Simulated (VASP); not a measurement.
Here is a VASP 6.6.1 calculation.

File POSCAR:

```
BP
1.0
    0.0000000000      2.4505200000      2.1782400000
    2.4505200000      0.0000000000      2.1782400000
    2.4505200000      2.4505200000      0.0000000000
B P
1 1
Direct
    0.0000000000      0.0000000000      0.0000000000
    0.7500000000      0.7500000000      0.7500000000
```

File INCAR.step1:

```
PREC = Accurate ; ENCUT = 520
ISMEAR = 0 ; SIGMA = 0.05
LREAL = False ; LASPH = True
NELM = 60 ; NBANDS = 11
GGA = PE ; ALGO = Normal
EDIFF = 1E-4 ; LWAVE = True
LCHARG = False
```

INCAR.step2

```
PREC = Accurate ; ENCUT = 520
EDIFF = 1E-6 ; ISMEAR = 0
SIGMA = 0.05 ; LREAL = False
LASPH = True ; NELM = 60
ALGO = Normal ; ISIF = 2
LWAVE = False ; LCHARG = False
METAGGA = R2SCAN ; LMIXTAU = True
NBANDS = 11 ; ISTART = 1
```

The input KPOINTS:

```
regular mesh
0
Gamma
  10 10 10
```

Potentials or basis: VASP PAW PBE potentials, release 64 (B, P).

Command:

```sh
$ cat potpaw_PBE.64/B/POTCAR potpaw_PBE.64/P/POTCAR > POTCAR
$ cp INCAR.step1 INCAR
$ mpirun -np 1 vasp_std > vasp.out
$ cp INCAR.step2 INCAR
$ mpirun -np 1 vasp_std > vasp.out
```

Question: Predict the pressure.

Answer: -16.0 GPa.

Question: Predict the band gap on the k mesh.

Answer: Zero (band 4 reaches 6.79 eV, above the bottom of band 5 at 6.70 eV).

Stress tensor (GPa, compression positive):
```
-24.52   0.00   0.00
  0.00 -24.52   0.00
  0.00   0.00   1.14
```

Caveat: the cell differs from its parent crystal (strain +0.080 along x and y, -0.040 along z); the PAW data sets were made with another functional, which shifts forces and pressure a little.
